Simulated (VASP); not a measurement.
# H (I4/mmm) in VASP: relaxation of cell and atoms with PBEsol

Aim: the relaxation of cell and atoms of H with PBEsol.

Everything below comes from runs of VASP 6.6.1. Logs are shortened: lines on timing, memory, paths and dates and some standing lists are left out, and cuts for length are marked.

## Step 1: The cell of the first run

The structure is tetragonal, space group I4/mmm (No. 139). The conventional cell has a = 3.383 Å, b = 3.383 Å, c = 4.117 Å, α = 90.00°, β = 90.00°, γ = 90.00°. H (site symmetry 4mm) has 1 H at 0.74 Å within 1.0 Å.

## Step 2: Relaxation of cell and atoms, PBEsol

The input, INCAR:

```
PREC = Accurate
ENCUT = 910
EDIFF = 1E-7
ISMEAR = 0
SIGMA = 0.01
LREAL = False
LASPH = True
NELM = 120
ALGO = Normal
ISIF = 3
LWAVE = False
LCHARG = False
GGA = PS
IBRION = 2
NSW = 100
EDIFFG = -0.002
GGA_COMPAT = False
NELMIN = 4
```

The input, KPOINTS:

```
Automatic mesh
0
Gamma
  10 10 10
```

The input, POSCAR:

```
H
1.0
   -1.6915344700      1.6915344700      2.0584739900
    1.6915344700     -1.6915344700      2.0584739900
    1.6915344700      1.6915344700     -2.0584739900
H
2
Direct
    0.9098622900      0.9098622900      0.0000000000
    0.0901377100      0.0901377100      0.0000000000
```

Potentials or basis: VASP PAW PBE potentials, release 64 (H_h).

The run is started by

```
> cat potpaw_PBE.64/H_h/POTCAR > POTCAR
> mpirun -np 1 vasp_std > vasp.out
```

OUTCAR:

```text
PREC = Accurate
   ENCUT = 910
   EDIFF = 1E-7
   ISMEAR = 0
   LREAL = False
   LASPH = True
   NELM = 120
   ISIF = 3
   GGA = PS
   IBRION = 2
   NSW = 100
   EDIFFG = -0.002
   NELMIN = 4

 ion  position               nearest neighbor table
   1  0.910  0.910  0.000-   2 0.74
   2  0.090  0.090  0.000-   1 0.74

  LATTYP: Found a body centered tetragonal cell.
 ALAT       =     3.3830689400
 C/A-ratio  =     1.2169270130

  Lattice vectors:

 A1 = (  -1.6915344700,   1.6915344700,   2.0584739900)
 A2 = (   1.6915344700,  -1.6915344700,   2.0584739900)
 A3 = (   1.6915344700,   1.6915344700,  -2.0584739900)

Analysis of symmetry for initial positions (statically):
=====================================================================
 Subroutine PRICEL returns:
 Original cell was already a primitive cell.

 Routine SETGRP: Setting up the symmetry group for a
 body centered tetragonal supercell.

 Subroutine GETGRP returns: Found 16 space group operations
 (whereof 16 operations were pure point group operations)
 out of a pool of 16 trial point group operations.

The static configuration has the point symmetry D_4h.

Analysis of symmetry for dynamics (positions and initial velocities):
=====================================================================
 Subroutine PRICEL returns:
 Original cell was already a primitive cell.

 Routine SETGRP: Setting up the symmetry group for a
 body centered tetragonal supercell.

 Subroutine GETGRP returns: Found 16 space group operations
 (whereof 16 operations were pure point group operations)
 out of a pool of 16 trial point group operations.

The dynamic configuration has the point symmetry D_4h.

 Subroutine INISYM returns: Found 16 space group operations
 (whereof 16 operations are pure point group operations),
 and found     1 'primitive' translations

----------------------------------------------------------------------------------------

                                     Primitive cell

  volume of cell :      23.5596

  direct lattice vectors                    reciprocal lattice vectors
    -1.691534470  1.691534470  2.058473990     0.000000000  0.295589602  0.242898381
     1.691534470 -1.691534470  2.058473990     0.295589602  0.000000000  0.242898381
     1.691534470  1.691534470 -2.058473990     0.295589602  0.295589602  0.000000000

  length of vectors
     3.155929799  3.155929799  3.155929799     0.382587031  0.382587031  0.418026823

  position of ions in fractional coordinates (direct lattice)
     0.909862290  0.909862290  0.000000000
     0.090137710  0.090137710  0.000000000

  ion indices of the primitive-cell ions
   primitive index   ion index
                 1           1
                 2           2

----------------------------------------------------------------------------------------

 KPOINTS: Automatic mesh

Automatic generation of k-mesh.
 Grid dimensions read from file:
 generate k-points for:   10   10   10

 Generating k-lattice:

  Cartesian coordinates                     Fractional coordinates (reciprocal lattice)
     0.000000000  0.029558960  0.024289838     0.100000000  0.000000000  0.000000000
     0.029558960  0.000000000  0.024289838     0.000000000  0.100000000  0.000000000
     0.029558960  0.029558960  0.000000000     0.000000000  0.000000000  0.100000000

  Length of vectors
     0.038258703  0.038258703  0.041802682

  Shift w.r.t. Gamma in fractional coordinates (k-lattice)
     0.000000000  0.000000000  0.000000000

 Subroutine IBZKPT returns following result:
 ===========================================

 Found    102 irreducible k-points:

 Following reciprocal coordinates:
            Coordinates               Weight
  0.000000  0.000000  0.000000      1.000000
  0.100000 -0.000000  0.000000      8.000000
  0.200000 -0.000000  0.000000      8.000000
  0.300000 -0.000000  0.000000      8.000000
  0.400000 -0.000000  0.000000      8.000000
  0.500000  0.000000  0.000000      4.000000
[... 16 lines left out ...]
  0.300000  0.300000  0.000000      8.000000
  0.400000  0.300000  0.000000     16.000000
 [... further k-points ...]
   k-points           NKPTS =    102   k-points in BZ     NKDIM =    102   number of bands    NBANDS=      5
   number of dos      NEDOS =    301   number of ions     NIONS =      2
   total plane-waves  NPLWV =  32768
   dimension x,y,z NGX =    32 NGY =   32 NGZ =   32
   dimension x,y,z NGXF=    64 NGYF=   64 NGZF=   64
   ions per type =               2
   NGX,Y,Z   is equivalent  to a cutoff of  16.86, 16.86, 16.86 a.u.
   NGXF,Y,Z  is equivalent  to a cutoff of  33.71, 33.71, 33.71 a.u.
 SYSTEM =  unknown system
   PREC   = accura    normal or accurate (medium, high low for compatibility)
   ISTART =      0    job   : 0-new  1-cont  2-samecut
   ICHARG =      2    charge: 1-file 2-atom 10-const
   ISPIN  =      1    spin polarized calculation?
   LNONCOLLINEAR =      F non collinear calculations
   LSORBIT =      F    spin-orbit coupling
   LASPH  =      T    aspherical Exc in radial PAW
   ENCUT  =  910.0 eV  66.88 Ry    8.18 a.u.   7.76  7.76  7.76*2*pi/ulx,y,z
   NELM   =    120;   NELMIN=  4; NELMDL= -5     # of ELM steps
   EDIFF  = 0.1E-06   stopping-criterion for ELM
   LREAL  =      F    real-space projection
   EDIFFG = -.2E-02   stopping-criterion for IOM
   NSW    =    100    number of steps for IOM
   IBRION =      2    ionic relax: 0-MD 1-quasi-New 2-CG
   NFREE  =      1    steps in history (QN), initial steepest desc. (CG)
   ISIF   =      3    stress and relaxation
   ISYM   =      2    0-nonsym 1-usesym 2-fastsym
   POTIM  = 0.5000    time-step for ionic-motion
   TEBEG  =    0.0;   TEEND  =   0.0 temperature during run
   PSTRESS=    0.0 pullay stress
   NELECT =       2.0000    total number of electrons
   NUPDOWN=      -1.0000    fix difference up-down
   EMIN   =  10.00;   EMAX   =-10.00  energy-range for DOS
   EFERMI =   0.00;   METHOD = LEGACY
   ISMEAR =     0;   SIGMA  =   0.01  broadening in eV -4-tet -1-fermi 0-gaus
   EFERMI_NEDOS =   21; number of points for ismear=-14 and -15
   IALGO  =     38    algorithm
   IMIX   =      4    mixing-type and parameters
     AMIX     =   0.40;   BMIX     =  1.00
     AMIX_MAG =   1.60;   BMIX_MAG =  1.00
  volume/ion in A,a.u.               =      11.78        79.49
  Fermi-wavevector in a.u.,A,eV,Ry     =   0.719497  1.359653  7.043413  0.517676
  Thomas-Fermi vector in A             =   1.808708
   LORBIT       =      0    0 simple, 1 ext, 2 COOP (PROOUT), +10 PAW based schemes
   GGA     = PS    functional components
   LHFCALC =     F    Hartree Fock is set to
   AEXX    =    0.0000 exact exchange contribution
   IVDW    =     0    specifies the selected vdW correction
   LEPSILON=     F    determine dielectric tensor
   LRPA    =     F    only Hartree local field effects (RPA)
 conjugate gradient relaxation of ions
 non-spin polarized calculation
 Gauss-broadening in eV      SIGMA  =   0.01
  energy-cutoff  :      910.00
  volume of cell :       23.56
 maximum number of plane-waves:      1498
   NGX = 15   NGY = 15   NGZ = 15

--------------------------------------- Ionic step        1  -------------------------------------------

 number of electron       2.0000000 magnetization

 Free energy of the ion-electron system (eV)
  ---------------------------------------------------
  ext. energy  EPLUGINS =         0.00000000
  ---------------------------------------------------
  free energy    TOTEN  =        -6.41504991 eV

  energy without entropy =       -6.41504991  energy(sigma->0) =       -6.41504991

------------------------ aborting loop because EDIFF is reached ----------------------------------------

  FORCE on cell =-STRESS in cart. coord.  units (eV):
  Direction    XX          YY          ZZ          XY          YZ          ZX
  --------------------------------------------------------------------------------------
  -------------------------------------------------------------------------------------
  Total       -0.0057631     -0.0057631      0.4583981      0.0000000      0.0000000      0.0000000
  in kB       -0.3919219     -0.3919219     31.1735549      0.0000000      0.0000000      0.0000000
  external PRESSURE =      10.1299037 kB  Pullay stress =       0.0000000 kB
[... 89 lines left out ...]
  FREE ENERGIE OF THE ION-ELECTRON SYSTEM (eV)
  ---------------------------------------------------
  free  energy   TOTEN  =        -6.4202694836 eV

  energy  without entropy=       -6.4202694836  energy(sigma->0) =       -6.42026948

[... ionic steps 4 to 34 ...]

--------------------------------------- Ionic step       35  -------------------------------------------

 number of electron       2.0000000 magnetization

------------------------ aborting loop because EDIFF is reached ----------------------------------------

  FORCE on cell =-STRESS in cart. coord.  units (eV):
  Direction    XX          YY          ZZ          XY          YZ          ZX
  --------------------------------------------------------------------------------------
  -------------------------------------------------------------------------------------
  Total        0.0026653      0.0026653      0.0048835      0.0000000     -0.0000000      0.0000000
  in kB        0.1859409      0.1859409      0.3406919      0.0000000     -0.0000000      0.0000000
  external PRESSURE =       0.2375245 kB  Pullay stress =       0.0000000 kB
[... 57 lines left out ...]
  energy  without entropy=       -6.4205424077  energy(sigma->0) =       -6.42054241

--------------------------------------- Ionic step       37  -------------------------------------------

 number of electron       2.0000000 magnetization

 Free energy of the ion-electron system (eV)
  ---------------------------------------------------
  ext. energy  EPLUGINS =         0.00000000
  ---------------------------------------------------
  free energy    TOTEN  =        -6.42054481 eV

  energy without entropy =       -6.42054481  energy(sigma->0) =       -6.42054481

 E-fermi :  -7.7542     XC(G=0):  -5.5001

 val. band max:       -7.8752741870   @ k =   0.5000   0.5000   0.5000
 cond. band min:       0.7233986178   @ k =   0.5000   0.0000   0.0000
 fundamental gap:      8.5986728048
 Fermi energy:        -7.7542299849

 k-point     1 :       0.0000    0.0000    0.0000
  band No.  band energies     occupation
      1     -10.3953      2.00000
      2       5.7860      0.00000
      3       9.0331      0.00000
      4      15.5670      0.00000
      5      15.5670      0.00000

 k-point     2 :       0.1000   -0.0000    0.0000
  band No.  band energies     occupation
      1     -10.2669      2.00000
      2       5.1765      0.00000
      3       9.2559      0.00000
      4      14.2863      0.00000
      5      14.8452      0.00000
[... 169 lines left out ...]
 k-point    24 :       0.4000    0.3000    0.0000
  band No.  band energies     occupation
      1      -8.3685      2.00000
      2       2.2833      0.00000
      3       4.4387      0.00000
      4       9.3144      0.00000
      5      10.8457      0.00000

 [... further k-points ...]

------------------------ aborting loop because EDIFF is reached ----------------------------------------

  FORCE on cell =-STRESS in cart. coord.  units (eV):
  Direction    XX          YY          ZZ          XY          YZ          ZX
  --------------------------------------------------------------------------------------
  -------------------------------------------------------------------------------------
  Total        0.0022990      0.0022990      0.0037885      0.0000000      0.0000000      0.0000000
  in kB        0.1601638      0.1601638      0.2639313      0.0000000      0.0000000      0.0000000
  external PRESSURE =       0.1947530 kB  Pullay stress =       0.0000000 kB
[... 17 lines left out ...]
  FREE ENERGIE OF THE ION-ELECTRON SYSTEM (eV)
  ---------------------------------------------------
  free  energy   TOTEN  =        -6.4205448109 eV

  energy  without entropy=       -6.4205448109  energy(sigma->0) =       -6.42054481

 reached required accuracy - stopping structural energy minimisation
```

It took 93 s on 1 thread of Intel Xeon 6975P-C (Granite Rapids), shared host; peak memory 0.17 GiB.

What came out:

```yaml
Free_energy: -6.4205 eV
Relaxed_volume: 11.50 Å³/atom
Relaxed_cell: a = 3.150 Å, b = 3.150 Å, c = 3.150 Å, α = 116.98°, β = 116.98°, γ = 95.31°
Space_group_after_relaxing_to_0.1_Å: I4/mmm (No. 139)
Energy_gained_by_relaxing: 2.7 meV/atom
Ionic_steps: 37
Pressure_after_relaxing: 0.0 GPa
Band_gap_on_the_k_mesh: 8.60 eV (least direct gap 9.35 eV)
```

The path:
```
step  energy change (eV)  largest force (eV/Å)  pressure (GPa)  volume (Å³)
   1              0.0000                0.6075            1.01        23.56
   2              0.0319                1.4082           -2.60        23.81
   3             -0.0052                0.0150           -0.04        23.63
   4             -0.0052                0.0021           -0.02        23.62
   5             -0.0052                0.0091            0.00        23.62
   6             -0.0052                0.0085            0.00        23.62
   7             -0.0052                0.0067            0.00        23.61
   8             -0.0052                0.0032           -0.01        23.59
   9             -0.0053                0.0038           -0.02        23.55
  10             -0.0053                0.0175           -0.04        23.46
  11             -0.0053                0.0004            0.00        23.45
  12             -0.0053                0.0041            0.00        23.45
  13             -0.0053                0.0053            0.00        23.45
  14             -0.0053                0.0088            0.01        23.44
  15             -0.0053                0.0158            0.02        23.42
  16             -0.0053                0.0299            0.05        23.39
  17             -0.0053                0.0298            0.05        23.39
  18             -0.0053                0.0292            0.05        23.39
  19             -0.0053                0.0280            0.05        23.38
  20             -0.0054                0.0254            0.04        23.38
  21             -0.0054                0.0204            0.04        23.36
  22             -0.0054                0.0104            0.02        23.33
  23             -0.0054                0.0091           -0.01        23.26
  24             -0.0054                0.0474           -0.07        23.13
  25             -0.0054                0.0336           -0.05        23.18
  26             -0.0054                0.0323           -0.04        23.15
  27             -0.0055                0.0277           -0.03        23.09
  28             -0.0055                0.0178           -0.01        22.97
  29             -0.0055                0.0154            0.00        22.93
  30             -0.0055                0.0057            0.02        22.95
  31             -0.0055                0.0016            0.02        22.96
  32             -0.0055                0.0008            0.02        22.96
  33             -0.0055                0.0005            0.02        22.96
  34             -0.0055                0.0005            0.02        22.96
  35             -0.0055                0.0007            0.02        22.97
  36             -0.0055                0.0011            0.02        22.98
  37             -0.0055                0.0019            0.02        23.00
```

Final structure:
```
CELL_PARAMETERS angstrom
-1.64614 1.64614 2.12177
1.64614 -1.64614 2.12177
1.64614 1.64614 -2.12177
ATOMIC_POSITIONS crystal
H 0.91049 0.91049 0.00000
H 0.08951 0.08951 0.00000
```

Caveat: this functional lacks dispersion, which holds the molecules together, so the pressure and a relaxed volume are unreliable; the PAW data sets were made with another functional, which shifts forces and pressure a little. A k mesh can miss the band edges.
